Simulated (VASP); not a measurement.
# CdS (Hawleyite) (F-43m) in VASP: notebook

CdS (Hawleyite) is run at these levels: PBE, LDA, revPBE; tasks: single point.

Program: VASP 6.6.1. These are calculated values, not measurements. Logs are shortened: lines on timing, memory, paths and dates and some standing lists are left out, and cuts for length are marked.

**1. The cell of the first run**

The structure is cubic, space group F-43m (No. 216). The conventional cell has a = 5.833 Å, b = 5.833 Å, c = 5.833 Å, α = 90.00°, β = 90.00°, γ = 90.00°. Cd (site symmetry -43m) has 4 S at 2.53 Å within 3.3 Å. Within 3.3 Å of S (site symmetry -43m) lie 4 Cd at 2.53 Å.

**2. Single point, PBE**

Contents of INCAR:

```
SYSTEM = CdS
PREC = Accurate
ENCUT = 520
EDIFF = 1E-6
ISMEAR = -1
SIGMA = 0.06
LREAL = .False.
LASPH = .True.
NELM = 80
ALGO = Normal
ISIF = 2
LWAVE = .False.
LCHARG = .False.
GGA = PE
NBANDS = 16
```

Contents of KPOINTS:

```
regular mesh
0
Gamma
  5 5 5
  0 0 0
```

Contents of POSCAR:

```
CdS
1.0
    0.0000000000      2.9165000000      2.9165000000
    2.9165000000      0.0000000000      2.9165000000
    2.9165000000      2.9165000000      0.0000000000
Cd S
1 1
Direct
    0.0000000000      0.0000000000      0.0000000000
    0.7500000000      0.7500000000      0.7500000000
```

Potentials or basis: VASP PAW PBE potentials, release 64 (Cd, S).

Launch:

```bash
$ cat potpaw_PBE.64/Cd/POTCAR potpaw_PBE.64/S/POTCAR > POTCAR
$ mpirun -np 1 vasp_std > vasp.out
```

OUTCAR:

```text
SYSTEM = CdS
   PREC = Accurate
   ENCUT = 520
   EDIFF = 1E-6
   ISMEAR = -1
   LREAL = .False.
   LASPH = .True.
   NELM = 80
   ISIF = 2
   GGA = PE

 ion  position               nearest neighbor table
   1  0.000  0.000  0.000-   2 2.53   2 2.53   2 2.53   2 2.53
   2  0.750  0.750  0.750-   1 2.53   1 2.53   1 2.53   1 2.53

  LATTYP: Found a face centered cubic cell.
 ALAT       =     5.8330000000

  Lattice vectors:

 A1 = (   0.0000000000,   2.9165000000,   2.9165000000)
 A2 = (   2.9165000000,   0.0000000000,   2.9165000000)
 A3 = (   2.9165000000,   2.9165000000,   0.0000000000)

Analysis of symmetry for initial positions (statically):
=====================================================================
 Subroutine PRICEL returns:
 Original cell was already a primitive cell.

 Routine SETGRP: Setting up the symmetry group for a
 face centered cubic supercell.

 Subroutine GETGRP returns: Found 24 space group operations
 (whereof 24 operations were pure point group operations)
 out of a pool of 48 trial point group operations.

The static configuration has the point symmetry T_d .

Analysis of symmetry for dynamics (positions and initial velocities):
=====================================================================
 Subroutine PRICEL returns:
 Original cell was already a primitive cell.

 Routine SETGRP: Setting up the symmetry group for a
 face centered cubic supercell.

 Subroutine GETGRP returns: Found 24 space group operations
 (whereof 24 operations were pure point group operations)
 out of a pool of 48 trial point group operations.

The dynamic configuration has the point symmetry T_d .

 Subroutine INISYM returns: Found 24 space group operations
 (whereof 24 operations are pure point group operations),
 and found     1 'primitive' translations

----------------------------------------------------------------------------------------

                                     Primitive cell

  volume of cell :      49.6153

  direct lattice vectors                    reciprocal lattice vectors
     0.000000000  2.916500000  2.916500000    -0.171438368  0.171438368  0.171438368
     2.916500000  0.000000000  2.916500000     0.171438368 -0.171438368  0.171438368
     2.916500000  2.916500000  0.000000000     0.171438368  0.171438368 -0.171438368

  length of vectors
     4.124553855  4.124553855  4.124553855     0.296939964  0.296939964  0.296939964

  position of ions in fractional coordinates (direct lattice)
     0.000000000  0.000000000  0.000000000
     0.750000000  0.750000000  0.750000000

  ion indices of the primitive-cell ions
   primitive index   ion index
                 1           1
                 2           2

----------------------------------------------------------------------------------------

 KPOINTS: regular mesh

Automatic generation of k-mesh.
 Grid dimensions read from file:
 generate k-points for:    5    5    5

 Generating k-lattice:

  Cartesian coordinates                     Fractional coordinates (reciprocal lattice)
    -0.034287674  0.034287674  0.034287674     0.200000000  0.000000000  0.000000000
     0.034287674 -0.034287674  0.034287674     0.000000000  0.200000000  0.000000000
     0.034287674  0.034287674 -0.034287674     0.000000000  0.000000000  0.200000000

  Length of vectors
     0.059387993  0.059387993  0.059387993

  Shift w.r.t. Gamma in fractional coordinates (k-lattice)
     0.000000000  0.000000000  0.000000000

 Subroutine IBZKPT returns following result:
 ===========================================

 Found     10 irreducible k-points:

 Following reciprocal coordinates:
            Coordinates               Weight
  0.000000  0.000000  0.000000      1.000000
  0.200000  0.000000  0.000000      8.000000
  0.400000  0.000000  0.000000      8.000000
  0.200000  0.200000  0.000000      6.000000
  0.400000  0.200000  0.000000     24.000000
 -0.400000  0.200000  0.000000     24.000000
 -0.200000  0.200000  0.000000     12.000000
  0.400000  0.400000  0.000000      6.000000
 -0.400000  0.400000  0.000000     12.000000
 -0.400000  0.400000  0.200000     24.000000
   k-points           NKPTS =     10   k-points in BZ     NKDIM =     10   number of bands    NBANDS=     16
   number of dos      NEDOS =    301   number of ions     NIONS =      2
   total plane-waves  NPLWV =  32768
   dimension x,y,z NGX =    32 NGY =   32 NGZ =   32
   dimension x,y,z NGXF=    64 NGYF=   64 NGZF=   64
   ions per type =               1   1
   NGX,Y,Z   is equivalent  to a cutoff of  12.90, 12.90, 12.90 a.u.
   NGXF,Y,Z  is equivalent  to a cutoff of  25.80, 25.80, 25.80 a.u.
 SYSTEM =  CdS
   PREC   = accura    normal or accurate (medium, high low for compatibility)
   ISTART =      0    job   : 0-new  1-cont  2-samecut
   ICHARG =      2    charge: 1-file 2-atom 10-const
   ISPIN  =      1    spin polarized calculation?
   LNONCOLLINEAR =      F non collinear calculations
   LSORBIT =      F    spin-orbit coupling
   LASPH  =      T    aspherical Exc in radial PAW
   ENCUT  =  520.0 eV  38.22 Ry    6.18 a.u.   7.67  7.67  7.67*2*pi/ulx,y,z
   NELM   =     80;   NELMIN=  2; NELMDL= -5     # of ELM steps
   EDIFF  = 0.1E-05   stopping-criterion for ELM
   LREAL  =      F    real-space projection
   EDIFFG = 0.1E-04   stopping-criterion for IOM
   NSW    =      0    number of steps for IOM
   IBRION =     -1    ionic relax: 0-MD 1-quasi-New 2-CG
   NFREE  =      0    steps in history (QN), initial steepest desc. (CG)
   ISIF   =      2    stress and relaxation
   ISYM   =      2    0-nonsym 1-usesym 2-fastsym
   POTIM  = 0.5000    time-step for ionic-motion
   TEBEG  =    0.0;   TEEND  =   0.0 temperature during run
   PSTRESS=    0.0 pullay stress
   NELECT =      18.0000    total number of electrons
   NUPDOWN=      -1.0000    fix difference up-down
   EMIN   =  10.00;   EMAX   =-10.00  energy-range for DOS
   EFERMI =   0.00;   METHOD = LEGACY
   ISMEAR =    -1;   SIGMA  =   0.06  broadening in eV -4-tet -1-fermi 0-gaus
   EFERMI_NEDOS =   21; number of points for ismear=-14 and -15
   IALGO  =     38    algorithm
   IMIX   =      4    mixing-type and parameters
     AMIX     =   0.40;   BMIX     =  1.00
     AMIX_MAG =   1.60;   BMIX_MAG =  1.00
  volume/ion in A,a.u.               =      24.81       167.41
  Fermi-wavevector in a.u.,A,eV,Ry     =   1.167599  2.206442 18.548649  1.363287
  Thomas-Fermi vector in A             =   2.304097
   LORBIT       =      0    0 simple, 1 ext, 2 COOP (PROOUT), +10 PAW based schemes
   GGA     = PE    functional components
   LHFCALC =     F    Hartree Fock is set to
   AEXX    =    0.0000 exact exchange contribution
   IVDW    =     0    specifies the selected vdW correction
   LEPSILON=     F    determine dielectric tensor
   LRPA    =     F    only Hartree local field effects (RPA)
 non-spin polarized calculation
  energy-cutoff  :      520.00
  volume of cell :       49.62
 maximum number of plane-waves:      1363
   NGX = 15   NGY = 15   NGZ = 15

 number of electron      18.0000004 magnetization

 Free energy of the ion-electron system (eV)
  ---------------------------------------------------
  ext. energy  EPLUGINS =         0.00000000
  ---------------------------------------------------
  free energy    TOTEN  =        -6.11308299 eV

  energy without entropy =       -6.11308041  energy(sigma->0) =       -6.11308170

 E-fermi :   1.9290     XC(G=0):  -9.1469

 val. band max:        1.3213996256   @ k =   0.0000   0.0000   0.0000
 cond. band min:       2.4677121714   @ k =   0.0000   0.0000   0.0000
 fundamental gap:      1.1463125457
 Fermi energy:         1.9290222093

 k-point     1 :       0.0000    0.0000    0.0000
  band No.  band energies     occupation
      1     -11.0477      2.00000
      2      -6.4132      2.00000
      3      -6.4132      2.00000
      4      -6.4132      2.00000
      5      -5.9340      2.00000
      6      -5.9340      2.00000
[... 8 lines left out ...]
     15      12.7984      0.00000
     16      12.7984      0.00000

 k-point     2 :       0.2000    0.0000    0.0000
  band No.  band energies     occupation
      1     -10.9007      2.00000
      2      -6.3621      2.00000
      3      -6.3621      2.00000
      4      -6.2641      2.00000
      5      -5.9336      2.00000
      6      -5.9336      2.00000
[... 8 lines left out ...]
     15      11.9340      0.00000
     16      12.9525      0.00000

 k-point     3 :       0.4000    0.0000    0.0000
  band No.  band energies     occupation
      1     -10.6623      2.00000
      2      -6.3001      2.00000
      3      -6.3001      2.00000
      4      -5.9053      2.00000
      5      -5.9053      2.00000
      6      -5.7337      2.00000
[... 8 lines left out ...]
     15      13.0855      0.00000
     16      13.0855      0.00000

 k-point     4 :       0.2000    0.2000    0.0000
  band No.  band energies     occupation
      1     -10.8525      2.00000
      2      -6.3058      2.00000
      3      -6.3058      2.00000
      4      -6.2984      2.00000
      5      -5.9622      2.00000
      6      -5.9040      2.00000
[... 8 lines left out ...]
     15      13.0483      0.00000
     16      15.3695      0.00000

 k-point     5 :       0.4000    0.2000    0.0000
  band No.  band energies     occupation
      1     -10.6470      2.00000
      2      -6.2673      2.00000
      3      -6.2233      2.00000
      4      -6.0551      2.00000
      5      -5.8822      2.00000
      6      -5.7795      2.00000
[... 8 lines left out ...]
     15      13.6724      0.00000
     16      14.7006      0.00000

 k-point     6 :      -0.4000    0.2000    0.0000
  band No.  band energies     occupation
      1     -10.5698      2.00000
      2      -6.2590      2.00000
      3      -6.2221      2.00000
      4      -5.9492      2.00000
      5      -5.9112      2.00000
      6      -5.4700      2.00000
[... 8 lines left out ...]
     15      12.8587      0.00000
     16      14.4518      0.00000

 k-point     7 :      -0.2000    0.2000    0.0000
  band No.  band energies     occupation
      1     -10.7244      2.00000
      2      -6.2993      2.00000
      3      -6.2854      2.00000
      4      -6.0388      2.00000
      5      -5.9535      2.00000
      6      -5.8567      2.00000
[... 8 lines left out ...]
     15      13.3458      0.00000
     16      14.8997      0.00000

 k-point     8 :       0.4000    0.4000    0.0000
  band No.  band energies     occupation
      1     -10.5420      2.00000
      2      -6.1910      2.00000
      3      -6.1033      2.00000
      4      -6.1033      2.00000
      5      -5.8552      2.00000
      6      -5.6484      2.00000
[... 8 lines left out ...]
     15      13.5719      0.00000
     16      15.8340      0.00000

 k-point     9 :      -0.4000    0.4000    0.0000
  band No.  band energies     occupation
      1     -10.4963      2.00000
      2      -6.2058      2.00000
      3      -6.1011      2.00000
      4      -6.0453      2.00000
      5      -5.8761      2.00000
      6      -5.3785      2.00000
[... 8 lines left out ...]
     15      13.6755      0.00000
     16      15.2679      0.00000

 k-point    10 :      -0.4000    0.4000    0.2000
  band No.  band energies     occupation
      1     -10.5250      2.00000
      2      -6.1973      2.00000
      3      -6.1813      2.00000
      4      -6.0010      2.00000
      5      -5.9034      2.00000
      6      -5.4240      2.00000
[... 8 lines left out ...]
     15      13.7238      0.00000
     16      15.1962      0.00000

------------------------ aborting loop because EDIFF is reached ----------------------------------------

  FORCE on cell =-STRESS in cart. coord.  units (eV):
  Direction    XX          YY          ZZ          XY          YZ          ZX
  --------------------------------------------------------------------------------------
  -------------------------------------------------------------------------------------
  Total        1.0048071      1.0048071      1.0048071     -0.0000000      0.0000000     -0.0000000
  in kB       32.4472087     32.4472087     32.4472087     -0.0000000      0.0000000     -0.0000000
  external PRESSURE =      32.4472087 kB  Pullay stress =       0.0000000 kB

 VOLUME and BASIS-vectors are now :
 -----------------------------------------------------------------------------
  energy-cutoff  :      520.00
  volume of cell :       49.62
      direct lattice vectors                 reciprocal lattice vectors
     0.000000000  2.916500000  2.916500000    -0.171438368  0.171438368  0.171438368
     2.916500000  0.000000000  2.916500000     0.171438368 -0.171438368  0.171438368
     2.916500000  2.916500000  0.000000000     0.171438368  0.171438368 -0.171438368

 POSITION                                       TOTAL-FORCE (eV/Angst)
 -----------------------------------------------------------------------------------
      0.00000      0.00000      0.00000        -0.000000     -0.000000      0.000000
      4.37475      4.37475      4.37475         0.000000      0.000000     -0.000000
 -----------------------------------------------------------------------------------
    total drift:                                0.000000      0.000000      0.000000

  FREE ENERGIE OF THE ION-ELECTRON SYSTEM (eV)
  ---------------------------------------------------
  free  energy   TOTEN  =        -6.1130829910 eV

  energy  without entropy=       -6.1130804076  energy(sigma->0) =       -6.11308170
```

Wall time 4.3 s (1 thread of Intel Xeon 6975P-C (Granite Rapids), shared host); peak memory 0.17 GiB.

Results:

```
Free energy            : -6.1131 eV
Pressure               : 3.2 GPa
Band gap on the k mesh : 1.15 eV, direct
```

A hybrid or GW would open this gap; PBE tends to underestimate it.

**3. Single point, LDA**

This run uses another cell than the first one, of 23.85 Å³/atom, 0.962 times its volume.

Contents of INCAR:

```
SYSTEM = CdS
PREC = Accurate ; ENCUT = 520
EDIFF = 1E-7 ; ISMEAR = -1
SIGMA = 0.05 ; LREAL = .False.
LASPH = .True. ; NELM = 100
ALGO = Normal ; ISIF = 2
LWAVE = .False. ; LCHARG = .True.
LELF = .True. ; LVHAR = .True.
NBANDS = 16
```

Contents of KPOINTS:

```
Automatic mesh
0
Gamma
  8 8 8
  0 0 0
```

Contents of POSCAR:

```
CdS
1.0
    0.0000000000      2.8786033474      2.8786033474
    2.8786033474      0.0000000000      2.8786033474
    2.8786033474      2.8786033474      0.0000000000
Cd S
1 1
Direct
    0.0000000000      0.0000000000      0.0000000000
    0.7500000000      0.7500000000      0.7500000000
```

Potentials or basis: VASP PAW LDA potentials, release 64 (Cd, S).

Launch:

```bash
$ cat potpaw_LDA.64/Cd/POTCAR potpaw_LDA.64/S/POTCAR > POTCAR
$ mpirun -np 1 vasp_std > vasp.out
```

It took 9.5 s on 1 thread of Intel Xeon 6975P-C (Granite Rapids), shared host; peak memory 0.15 GiB.

The run converged. Its results:

```
Free energy            : -7.4068 eV
Pressure               : 0.5 GPa
Band gap on the k mesh : 0.98 eV, direct
```

Levels at points of the mesh, in eV from the valence-band top:
```csv
k point,band 5,band 6,band 7,band 8,band 9,band 10,band 11,band 12,band 13,band 14
"(0.00, 0.00, 0.00)",-7.40,-7.40,0.00,0.00,0.00,0.98,6.35,6.35,6.35,11.29
"(0.50, 0.00, 0.00)",-7.35,-6.98,-4.77,-0.83,-0.83,2.84,6.84,6.84,7.34,10.89
"(0.50, 0.50, 0.00)",-7.30,-6.91,-4.23,-2.07,-2.07,3.24,4.21,9.13,10.78,10.78
```

Expect the measured gap to be larger: semilocal functionals such as LDA lack the derivative discontinuity.

[end of part 1 of 2]
